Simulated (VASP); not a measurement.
# Re (Fm-3m) in VASP: further runs

Runs on Re. Level: r2SCAN. Tasks: single point.

Everything below comes from runs of VASP 6.6.1. Logs are shortened: lines on timing, memory, paths and dates and some standing lists are left out, and cuts for length are marked.

## Step 1: The cell of the first run

It takes space group Fm-3m (No. 225, cubic). The conventional cell has a = 3.994 Å, b = 3.994 Å, c = 3.994 Å, α = 90.00°, β = 90.00°, γ = 90.00°. Re (site symmetry m-3m) has 12 Re at 2.82 Å within 3.7 Å.

This isn't the form of Re at room conditions, which is hcp.

## Step 2: Single point, r2SCAN (15.93 Å³/atom)

POSCAR reads:

```
Re
1.0
    0.0000000000      1.9972423409      1.9972423409
    1.9972423409      0.0000000000      1.9972423409
    1.9972423409      1.9972423409      0.0000000000
Re
1
Direct
    0.0000000000      0.0000000000      0.0000000000
```

INCAR.step1 reads:

```
PREC     = Accurate       # precision mode
ENCUT    = 520            # plane-wave cutoff, eV
ISMEAR   = -1             # smearing method
SIGMA    = 0.1            # smearing width, eV
LREAL    = False          # projectors in reciprocal space
LASPH    = True           # aspherical terms in the spheres
NELM     = 100            # most SCF steps
NBANDS   = 10             # bands
GGA      = PE             # functional
ALGO     = Normal         # electronic algorithm
EDIFF    = 1E-4           # SCF threshold, eV
LWAVE    = True           # write WAVECAR
LCHARG   = False          # write CHGCAR
```

INCAR.step2 reads:

```
PREC     = Accurate       # precision mode
ENCUT    = 520            # plane-wave cutoff, eV
EDIFF    = 1E-6           # SCF threshold, eV
ISMEAR   = -1             # smearing method
SIGMA    = 0.1            # smearing width, eV
LREAL    = False          # projectors in reciprocal space
LASPH    = True           # aspherical terms in the spheres
NELM     = 100            # most SCF steps
ALGO     = Normal         # electronic algorithm
ISIF     = 2              # what is computed and relaxed
LWAVE    = False          # write WAVECAR
LCHARG   = False          # write CHGCAR
METAGGA  = R2SCAN         # meta-GGA
LMIXTAU  = True         
NBANDS   = 10             # bands
ISTART   = 1
```

KPOINTS reads:

```
Automatic mesh
0
Gamma
  16 16 16
```

Potentials or basis: VASP PAW PBE potentials, release 64 (Re).

Launch:

```console
> cat potpaw_PBE.64/Re/POTCAR > POTCAR
> cp INCAR.step1 INCAR
> mpirun -np 1 vasp_std > vasp.out
> cp INCAR.step2 INCAR
> mpirun -np 1 vasp_std > vasp.out
```

OUTCAR:

```text
PREC = Accurate
   ENCUT = 520
   EDIFF = 1E-6
   ISMEAR = -1
   LREAL = False
   LASPH = True
   NELM = 100
   ISIF = 2
   METAGGA = R2SCAN
   ISTART = 1

 ion  position               nearest neighbor table
   1  0.000  0.000  0.000-

  LATTYP: Found a face centered cubic cell.
 ALAT       =     3.9944846818

  Lattice vectors:

 A1 = (   0.0000000000,   1.9972423409,   1.9972423409)
 A2 = (   1.9972423409,   0.0000000000,   1.9972423409)
 A3 = (   1.9972423409,   1.9972423409,   0.0000000000)

Analysis of symmetry for initial positions (statically):
=====================================================================
 Subroutine PRICEL returns:
 Original cell was already a primitive cell.

 Routine SETGRP: Setting up the symmetry group for a
 face centered cubic supercell.

 Subroutine GETGRP returns: Found 48 space group operations
 (whereof 48 operations were pure point group operations)
 out of a pool of 48 trial point group operations.

The static configuration has the point symmetry O_h .

Analysis of symmetry for dynamics (positions and initial velocities):
=====================================================================
 Subroutine PRICEL returns:
 Original cell was already a primitive cell.

 Routine SETGRP: Setting up the symmetry group for a
 face centered cubic supercell.

 Subroutine GETGRP returns: Found 48 space group operations
 (whereof 48 operations were pure point group operations)
 out of a pool of 48 trial point group operations.

The dynamic configuration has the point symmetry O_h .

 Subroutine INISYM returns: Found 48 space group operations
 (whereof 48 operations are pure point group operations),
 and found     1 'primitive' translations

----------------------------------------------------------------------------------------

                                     Primitive cell

  volume of cell :      15.9339

  direct lattice vectors                    reciprocal lattice vectors
     0.000000000  1.997242341  1.997242341    -0.250345183  0.250345183  0.250345183
     1.997242341  0.000000000  1.997242341     0.250345183 -0.250345183  0.250345183
     1.997242341  1.997242341  0.000000000     0.250345183  0.250345183 -0.250345183

  length of vectors
     2.824527206  2.824527206  2.824527206     0.433610577  0.433610577  0.433610577

  position of ions in fractional coordinates (direct lattice)
     0.000000000  0.000000000  0.000000000

  ion indices of the primitive-cell ions
   primitive index   ion index
                 1           1

----------------------------------------------------------------------------------------

 KPOINTS: Automatic mesh

Automatic generation of k-mesh.
 Grid dimensions read from file:
 generate k-points for:   16   16   16

 Generating k-lattice:

  Cartesian coordinates                     Fractional coordinates (reciprocal lattice)
    -0.015646574  0.015646574  0.015646574     0.062500000  0.000000000  0.000000000
     0.015646574 -0.015646574  0.015646574     0.000000000  0.062500000  0.000000000
     0.015646574  0.015646574 -0.015646574     0.000000000  0.000000000  0.062500000

  Length of vectors
     0.027100661  0.027100661  0.027100661

  Shift w.r.t. Gamma in fractional coordinates (k-lattice)
     0.000000000  0.000000000  0.000000000

 Subroutine IBZKPT returns following result:
 ===========================================

 Found    145 irreducible k-points:

 Following reciprocal coordinates:
            Coordinates               Weight
  0.000000  0.000000  0.000000      1.000000
  0.062500  0.000000  0.000000      8.000000
  0.125000  0.000000  0.000000      8.000000
  0.187500  0.000000  0.000000      8.000000
  0.250000  0.000000  0.000000      8.000000
  0.312500  0.000000  0.000000      8.000000
[... 16 lines left out ...]
 -0.125000  0.062500  0.000000     24.000000
 -0.062500  0.062500  0.000000     12.000000
 [... further k-points ...]
   k-points           NKPTS =    145   k-points in BZ     NKDIM =    145   number of bands    NBANDS=     10
   number of dos      NEDOS =    301   number of ions     NIONS =      1
   total plane-waves  NPLWV =  13824
   dimension x,y,z NGX =    24 NGY =   24 NGZ =   24
   dimension x,y,z NGXF=    48 NGYF=   48 NGZF=   48
   ions per type =               1
   NGX,Y,Z   is equivalent  to a cutoff of  14.13, 14.13, 14.13 a.u.
   NGXF,Y,Z  is equivalent  to a cutoff of  28.25, 28.25, 28.25 a.u.
 SYSTEM =  unknown system
   PREC   = accura    normal or accurate (medium, high low for compatibility)
   ISTART =      1    job   : 0-new  1-cont  2-samecut
   ICHARG =      0    charge: 1-file 2-atom 10-const
   ISPIN  =      1    spin polarized calculation?
   LNONCOLLINEAR =      F non collinear calculations
   LSORBIT =      F    spin-orbit coupling
   LASPH  =      T    aspherical Exc in radial PAW
   ENCUT  =  520.0 eV  38.22 Ry    6.18 a.u.   5.25  5.25  5.25*2*pi/ulx,y,z
   NELM   =    100;   NELMIN=  2; NELMDL=  0     # of ELM steps
   EDIFF  = 0.1E-05   stopping-criterion for ELM
   LREAL  =      F    real-space projection
[... 7 lines left out ...]
   TEBEG  =    0.0;   TEEND  =   0.0 temperature during run
   PSTRESS=    0.0 pullay stress
   NELECT =       7.0000    total number of electrons
   NUPDOWN=      -1.0000    fix difference up-down
   EMIN   =  10.00;   EMAX   =-10.00  energy-range for DOS
   EFERMI =   0.00;   METHOD = LEGACY
   ISMEAR =    -1;   SIGMA  =   0.10  broadening in eV -4-tet -1-fermi 0-gaus
   EFERMI_NEDOS =   21; number of points for ismear=-14 and -15
   IALGO  =     38    algorithm
   IMIX   =      4    mixing-type and parameters
     AMIX     =   0.40;   BMIX     =  1.00
     AMIX_MAG =   1.60;   BMIX_MAG =  1.00
  volume/ion in A,a.u.               =      15.93       107.53
  Fermi-wavevector in a.u.,A,eV,Ry     =   1.244515  2.351792 21.072937  1.548817
  Thomas-Fermi vector in A             =   2.378778
   LORBIT       =      0    0 simple, 1 ext, 2 COOP (PROOUT), +10 PAW based schemes
   METAGGA = R2SCAN    functional components
   LHFCALC =     F    Hartree Fock is set to
   AEXX    =    0.0000 exact exchange contribution
   IVDW    =     0    specifies the selected vdW correction
   LEPSILON=     F    determine dielectric tensor
   LRPA    =     F    only Hartree local field effects (RPA)
 non-spin polarized calculation
  energy-cutoff  :      520.00
  volume of cell :       15.93
 maximum number of plane-waves:       445
 NGX is ok and might be reduce to    24
   NGX = 11   NGY = 11   NGZ = 11

 number of electron       7.0000000 magnetization

 Free energy of the ion-electron system (eV)
  ---------------------------------------------------
  ext. energy  EPLUGINS =         0.00000000
  ---------------------------------------------------
  free energy    TOTEN  =       -52.30719913 eV

  energy without entropy =      -52.28117572  energy(sigma->0) =      -52.29418742

 E-fermi :   7.0463     XC(G=0): -14.5021

 val. band max:        7.0417680327   @ k =  -0.1250   0.1875   0.0625
 cond. band min:       7.0613578341   @ k =   0.1875   0.1250   0.0000
 fundamental gap:      0.0195898014
 Fermi energy:         7.0463266776

 k-point     1 :       0.0000    0.0000    0.0000
  band No.  band energies     occupation
      1      -3.0588      2.00000
      2       5.2079      2.00000
      3       5.2079      2.00000
      4       5.2079      2.00000
      5       8.2368      0.00001
      6       8.2368      0.00001
      7      21.4460      0.00000
      8      27.0885      0.00000
      9      27.0885      0.00000
     10      27.0885      0.00000

 k-point     2 :       0.0625    0.0000    0.0000
  band No.  band energies     occupation
      1      -2.8847      2.00000
      2       5.0908      2.00000
      3       5.2878      2.00000
      4       5.2878      2.00000
      5       8.1760      0.00002
      6       8.1760      0.00002
      7      21.7773      0.00000
      8      26.1481      0.00000
      9      27.3961      0.00000
     10      27.3961      0.00000

 k-point     3 :       0.1250    0.0000    0.0000
  band No.  band energies     occupation
      1      -2.3840      2.00000
      2       4.7984      2.00000
      3       5.4883      2.00000
      4       5.4883      2.00000
      5       8.0535      0.00008
      6       8.0535      0.00008
      7      22.6492      0.00000
      8      24.5359      0.00000
      9      28.2823      0.00000
     10      28.2823      0.00000

 k-point     4 :       0.1875    0.0000    0.0000
  band No.  band energies     occupation
      1      -1.6310      2.00000
      2       4.4823      2.00000
      3       5.6760      2.00000
      4       5.6760      2.00000
      5       8.0479      0.00009
      6       8.0479      0.00009
      7      22.6755      0.00000
      8      24.0515      0.00000
      9      29.6447      0.00000
     10      29.6447      0.00000
[... 222 lines left out ...]
 k-point    22 :      -0.1875    0.0625    0.0000
  band No.  band energies     occupation
      1      -1.2045      2.00000
      2       4.2838      2.00000
      3       5.7063      2.00000
      4       5.8277      1.99999
      5       7.6234      0.00622
      6       8.6006      0.00000
      7      22.4094      0.00000
      8      24.5074      0.00000
      9      28.8570      0.00000
     10      31.1584      0.00000

 k-point    23 :      -0.1250    0.0625    0.0000
  band No.  band energies     occupation
      1      -2.0097      2.00000
      2       4.5657      2.00000
      3       5.6403      2.00000
      4       5.6426      2.00000
      5       7.6673      0.00401
      6       8.3299      0.00001
      7      23.2458      0.00000
      8      24.0499      0.00000
      9      27.8787      0.00000
     10      29.4530      0.00000

 k-point    24 :      -0.0625    0.0625    0.0000
  band No.  band energies     occupation
      1      -2.6008      2.00000
      2       4.8890      2.00000
      3       5.4013      2.00000
      4       5.4485      2.00000
      5       7.9288      0.00029
      6       8.2533      0.00001
      7      22.3013      0.00000
      8      25.3387      0.00000
      9      27.3264      0.00000
     10      28.1647      0.00000

 [... further k-points ...]

------------------------ aborting loop because EDIFF is reached ----------------------------------------

  FORCE on cell =-STRESS in cart. coord.  units (eV):
  Direction    XX          YY          ZZ          XY          YZ          ZX
  --------------------------------------------------------------------------------------
  -------------------------------------------------------------------------------------
  Total       -2.5561206     -2.5561206     -2.5561206      0.0000000      0.0000000     -0.0000000
  in kB     -257.0216112   -257.0216112   -257.0216112      0.0000000      0.0000000     -0.0000000
  external PRESSURE =    -257.0216112 kB  Pullay stress =       0.0000000 kB

 VOLUME and BASIS-vectors are now :
 -----------------------------------------------------------------------------
  energy-cutoff  :      520.00
  volume of cell :       15.93
      direct lattice vectors                 reciprocal lattice vectors
     0.000000000  1.997242341  1.997242341    -0.250345183  0.250345183  0.250345183
     1.997242341  0.000000000  1.997242341     0.250345183 -0.250345183  0.250345183
     1.997242341  1.997242341  0.000000000     0.250345183  0.250345183 -0.250345183

 POSITION                                       TOTAL-FORCE (eV/Angst)
 -----------------------------------------------------------------------------------
      0.00000      0.00000      0.00000         0.000000      0.000000      0.000000
 -----------------------------------------------------------------------------------
    total drift:                               -0.000000      0.000000      0.000000

  FREE ENERGIE OF THE ION-ELECTRON SYSTEM (eV)
  ---------------------------------------------------
  free  energy   TOTEN  =       -52.3071991270 eV

  energy  without entropy=      -52.2811757230  energy(sigma->0) =      -52.29418742
```

It took 27 s on 1 thread of Intel Xeon 6975P-C (Granite Rapids), shared host; peak memory 0.16 GiB.

Results:

* Free energy: -52.3072 eV
* Pressure: -25.7 GPa
* Band gap on the k mesh: zero (an odd number of electrons rules out a gap without spin polarisation)

Caveat: the cell stands under tension; the PAW data sets were made with another functional, which shifts forces and pressure a little; spin-orbit coupling is left out, which moves the levels of the heavy elements.

## Step 3: Single point, r2SCAN (16.52 Å³/atom)

This run uses another cell than the first one, of 16.52 Å³/atom.

POSCAR reads:

```
Re
1.0
    0.0000000000      2.0216013555      2.0216013555
    2.0216013555      0.0000000000      2.0216013555
    2.0216013555      2.0216013555      0.0000000000
Re
1
Direct
    0.0000000000      0.0000000000      0.0000000000
```

INCAR.step1 reads:

```
SYSTEM = Re
PREC = Accurate ; ENCUT = 520
ISMEAR = -1 ; SIGMA = 0.1
LREAL = .False. ; LASPH = .True.
NELM = 100 ; NBANDS = 10
GGA = PE ; ALGO = Normal
EDIFF = 1E-4 ; LWAVE = .True.
LCHARG = .False.
```

INCAR.step2 reads:

```
SYSTEM = Re
PREC = Accurate ; ENCUT = 520
EDIFF = 1E-6 ; ISMEAR = -1
SIGMA = 0.1 ; LREAL = .False.
LASPH = .True. ; NELM = 100
ALGO = Normal ; ISIF = 2
LWAVE = .False. ; LCHARG = .False.
METAGGA = R2SCAN ; LMIXTAU = .True.
NBANDS = 10 ; ISTART = 1
```

KPOINTS reads:

```
regular mesh
0
Gamma
  16 16 16
  0 0 0
```

Potentials or basis: VASP PAW PBE potentials, release 64 (Re).

Launch:

```console
> cat potpaw_PBE.64/Re/POTCAR > POTCAR
> cp INCAR.step1 INCAR
> mpirun -np 1 vasp_std > vasp.out
> cp INCAR.step2 INCAR
> mpirun -np 1 vasp_std > vasp.out
```

Wall time 35 s (1 thread of Intel Xeon 6975P-C (Granite Rapids), shared host); peak memory 0.16 GiB.

The run converged. Its results:

```yaml
Free_energy: -52.1957 eV
Pressure: -34.7 GPa
Band_gap_on_the_k_mesh: zero (an odd number of electrons rules out a gap without spin polarisation)
```

Levels at points of the mesh, in eV from the Fermi level:
```csv
k point,band 1,band 2,band 3,band 4,band 5,band 6,band 7,band 8,band 9
"(0.00, 0.00, 0.00)",-9.84,-1.75,-1.75,-1.75,1.12,1.12,14.36,19.80,19.80
"(0.50, 0.00, 0.00)",-6.41,-1.86,-1.86,-0.07,3.27,3.27,8.80,13.85,19.72
"(0.50, 0.50, 0.00)",-6.14,-5.39,2.34,3.27,3.86,3.86,11.68,11.92,11.92
```

Caveat: the cell stands under tension; the PAW data sets were made with another functional, which shifts forces and pressure a little; spin-orbit coupling is left out, which moves the levels of the heavy elements.

## Step 4: Single point, r2SCAN

This run uses another cell than the first one, of 14.75 Å³/atom.

POSCAR reads:

```
Re
1.0
    0.0000000000      1.9466573441      1.9466573441
    1.9466573441      0.0000000000      1.9466573441
    1.9466573441      1.9466573441      0.0000000000
Re
1
Direct
    0.0000000000      0.0000000000      0.0000000000
```

INCAR.step1 reads:

```
SYSTEM = Re
ALGO = Normal
EDIFF = 1E-4
ENCUT = 520
GGA = PE
ISMEAR = -1
LASPH = .TRUE.
LCHARG = .FALSE.
LREAL = .FALSE.
LWAVE = .TRUE.
NBANDS = 10
NELM = 100
PREC = Accurate
SIGMA = 0.1
```

INCAR.step2 reads:

```
SYSTEM = Re
ALGO = Normal
EDIFF = 1E-6
ENCUT = 520
ISIF = 2
ISMEAR = -1
ISTART = 1
LASPH = .TRUE.
LCHARG = .TRUE.
LELF = .TRUE.
LMIXTAU = .TRUE.
LREAL = .FALSE.
LVHAR = .TRUE.
LWAVE = .FALSE.
METAGGA = R2SCAN
NBANDS = 10
NELM = 100
PREC = Accurate
SIGMA = 0.1
```

KPOINTS reads:

```
k-points
0
G
  23 23 23
  0 0 0
```

Launch:

```console
> cat potpaw_PBE.64/Re/POTCAR > POTCAR
> cp INCAR.step1 INCAR
> mpirun -np 1 vasp_std > vasp.out
> cp INCAR.step2 INCAR
> mpirun -np 1 vasp_std > vasp.out
```

It took 84 s on 1 thread of Intel Xeon 6975P-C (Granite Rapids), shared host; peak memory 0.17 GiB.

It converged, with:

```yaml
Free_energy: -52.4048 eV
Pressure: 0.0 GPa
Band_gap_on_the_k_mesh: zero (an odd number of electrons rules out a gap without spin polarisation)
```

Levels at points of the mesh, in eV from the Fermi level:
```csv
k point,band 2,band 3,band 4,band 5,band 6,band 7
"(0.00, 0.00, 0.00)",-2.04,-2.04,-2.04,1.36,1.36,14.49
```

Caveat: the PAW data sets were made with another functional, which shifts forces and pressure a little; spin-orbit coupling is left out, which moves the levels of the heavy elements.

## Step 5: Summary

```tsv
cell	k mesh	gap on the mesh (eV)	pressure (GPa)
a = 2.825 Å, angles 60.0°, 1 atom	16 × 16 × 16	none	-25.7
a = 2.859 Å, angles 60.0°, 1 atom	16 × 16 × 16	none	-34.7
a = 2.753 Å, angles 60.0°, 1 atom	23 × 23 × 23	none	0.0
```

Alike in all rows: task single point; level r2SCAN; potentials or basis VASP PAW PBE potentials, release 64 (Re); no spin polarisation; cutoff (eV) 520; smearing fermi-dirac 0.1 eV.

Caveats: the PAW data sets were made with another functional, which shifts forces and pressure a little; spin-orbit coupling is left out, which moves the levels of the heavy elements; the cell stands under tension (at least some runs).

Absolute energies hang on the potentials; compare differences alone.
